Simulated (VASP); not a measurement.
The system is Ti2Co.

```
CELL_PARAMETERS angstrom
0.00000 3.36500 3.36500
3.36500 0.00000 3.36500
3.36500 3.36500 0.00000
ATOMIC_POSITIONS crystal
Ti 0.12500 0.12500 0.12500
Ti 0.62500 0.12500 0.12500
Ti 0.12500 0.12500 0.62500
Ti 0.12500 0.62500 0.12500
Co 0.50000 0.50000 0.50000
Co 0.75000 0.75000 0.75000
```

Program: VASP 6.6.1. Alike in all runs: task single point; level r2SCAN; potentials or basis VASP PAW PBE potentials, release 64 (Ti_sv, Co); spin collinear, ferromagnetic start; cell as given; cutoff (eV) 520; smearing gaussian 0.1 eV.

**Question.** Order these runs on this cell by their pressure, lowest first.
A. k mesh 5 × 5 × 5
B. k mesh 4 × 4 × 4
C. k mesh 1 × 1 × 1

**Answer.** C (-15.0 GPa), B (20.2 GPa), A (25.0 GPa).

Caveats: some runs use coarse meshes; the PAW data sets were made with another functional, which shifts forces and pressure a little; the cell stands under pressure (at least some runs).
